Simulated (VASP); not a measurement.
CaF2, 3 atoms in the cell. The structure is cubic, space group Fm-3m (No. 225). Conventional cell: a = 5.463 Å, b = 5.463 Å, c = 5.463 Å, α = 90.00°, β = 90.00°, γ = 90.00°. Ca (site symmetry m-3m) has 8 F at 2.37 Å within 3.1 Å. Within 3.1 Å of F (site symmetry -43m) lie 4 Ca at 2.37 Å and 6 F at 2.73 Å. 

- Program: VASP 6.6.1
- Task: electric field gradients
- Functional: PBEsol
- Potentials or basis: VASP PAW PBE potentials, release 64 (Ca_sv, F)
- Cutoff: 520 eV
- k mesh: 8 × 8 × 8
- Occupations: fermi-dirac, width 0.02 eV
- Spin: no spin polarisation
- Dipole correction: no
- Further INCAR settings: ALGO = Normal; EDIFF = 1e-08; NBANDS = 19

Potentials or basis: VASP PAW PBE potentials, release 64 (Ca_sv, F).

The run is started by

```sh
$ cat potpaw_PBE.64/Ca_sv/POTCAR potpaw_PBE.64/F/POTCAR > POTCAR
$ mpirun -np 1 vasp_std > vasp.out
```

Hardware: 1 thread of AMD EPYC 9R45 96-Core Processor (Zen 5), on a shared host.

Q: How long does it take, and how much memory?

A: It took 18 s on 1 thread of AMD EPYC 9R45 96-Core Processor (Zen 5), on a shared host, peak memory 0.15 GiB. Counts: scf iterations 17, k points 29.
